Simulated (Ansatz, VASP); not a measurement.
**InWS4: VASP beside Ansatz**

File INCAR:

```
SYSTEM = InWS4
  PREC = Accurate
  ENCUT = 600
  EDIFF = 1E-6
  ISMEAR = 0
  SIGMA = 0.1
  LREAL = .False.
  LASPH = .True.
  NELM = 150
  ALGO = Normal
  ISIF = 3
  LWAVE = .False.
  LCHARG = .False.
  ISPIN = 2
  MAGMOM = 0.01 1.88 0.01 0.01 0.01 0.01
  LORBIT = 11
  LMAXMIX = 4
  GGA = PE
  IBRION = 2
  NSW = 90
  EDIFFG = -0.04
```

Contents of KPOINTS:

```
Automatic mesh
0
Gamma
  4 4 4
  0 0 0
```

Contents of POSCAR:

```
InWS4
1.0
    0.0000000000      4.0476248200      4.0476248200
    4.0476248200      0.0000000000      4.0476248200
    4.0476248200      4.0476248200      0.0000000000
In W S
1 1 4
Direct
    0.0000000000      0.0000000000      0.0000000000
    0.7500000000      0.7500000000      0.7500000000
    0.8732489600      0.3755836800      0.3755836800
    0.3755836800      0.3755836800      0.3755836800
    0.3755836800      0.8732489600      0.3755836800
    0.3755836800      0.3755836800      0.8732489600
```

Input for Ansatz:

```yaml
crystal:
  lattice:
    - [0.0, 4.04762482, 4.04762482]
    - [4.04762482, 0.0, 4.04762482]
    - [4.04762482, 4.04762482, 0.0]
  atoms:
    - { symbol: In, position: [0.0, 0.0, 0.0] }
    - { symbol: W, position: [0.75, 0.75, 0.75] }
    - { symbol: S, position: [0.87324896, 0.37558368, 0.37558368] }
    - { symbol: S, position: [0.37558368, 0.37558368, 0.37558368] }
    - { symbol: S, position: [0.37558368, 0.87324896, 0.37558368] }
    - { symbol: S, position: [0.37558368, 0.37558368, 0.87324896] }
basis:
  ecutwfc: 420
kpoints:
  mp_grid: { grid: [4, 4, 4] }
hamiltonian:
  xc: pbe
scf:
  occupations: { method: gaussian, width: 0.1 }
  lower_state_search: "off"
output:
  forces: true
  stress: true
  eigenvalues: true
  populations: true
magnetization:
  spin_polarized: true
relax:
  adjacent_minimum: "off"
  f_tol: 0.04
  max_steps: 70
  cell: { stress_tol: 0.4 }
```

Change from the starting cell: species swapped into the Be4SiNi type (F-43m, No. 216).

Alike in both runs: task relaxation of cell and atoms; functional PBE; k mesh 4 × 4 × 4; occupations gaussian, width 0.1 eV; collinear spin.

|  | VASP | Ansatz |
| --- | --- | --- |
| version | VASP 6.6.1 | Ansatz 0.2.0 |
| potentials or method | VASP PAW PBE potentials, release 64 (In_d, W_sv, S), cutoff 600 eV | scalar-relativistic, plane waves, PAW |
| valence electrons in the cell | 51 | 51 |

Ansatz gave:

| Quantity | Value |
| --- | --- |
| gap on the k mesh at the Fermi level, each at its own relaxed structure (eV) | none |
| net moment per atom (μB) | 0.36 |
| size of the moment on the site where the two differ most (μB) | 1.71 |
| relaxed volume (Å³/atom) | 17.79 |
| relaxed length of the cell vector where the two differ most in proportion (Å) | 5.325 |

Problem. Which values does VASP return?

Solution. gap on the k mesh at the Fermi level, each at its own relaxed structure (eV): none; net moment per atom (μB): 0.37; size of the moment on the site where the two differ most (μB): 1.63; relaxed volume (Å³/atom): 17.77; relaxed length of the cell vector where the two differ most in proportion (Å): 5.322.

Site moments also hang on the region over which each program counts them. A gap of «none» marks a metal or a gap that the smearing closes. Ansatz's warnings: no starting moments.

Spin-orbit coupling is off throughout. Noted on VASP's run: the volume moved by over 15 % at a fixed basis, so the end points are rough.
